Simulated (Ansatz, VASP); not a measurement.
**Two plane-wave programs on ZrS**

```
Zr S
1.0
     0.00000    2.62500    2.62500
     2.62500    0.00000    2.62500
     2.62500    2.62500    0.00000
Zr S
1 1
Direct
  0.00000 0.00000 0.00000
  0.50000 0.50000 0.50000
```

Alike in both runs: task single point; functional PBEsol; k mesh 14 × 14 × 14; occupations fermi-dirac, width 0.05 eV; no spin polarisation.

|  | VASP | Ansatz |
| --- | --- | --- |
| version | VASP 6.6.1 | Ansatz 0.2.0 |
| potentials or method | VASP PAW PBE potentials, release 64 (Zr_sv, S), cutoff 520 eV | scalar-relativistic, plane waves, PAW |
| valence electrons in the cell | 18 | 18 |

```tsv
	VASP	Ansatz	Ansatz less VASP
gap on the k mesh at the Fermi level (eV)	none	none	-
pressure (GPa)	-6.2	-6.4	-0.20
```

VASP's potentials were made for PBE, not for PBEsol. A gap of «none» marks a metal or a gap that the smearing closes.
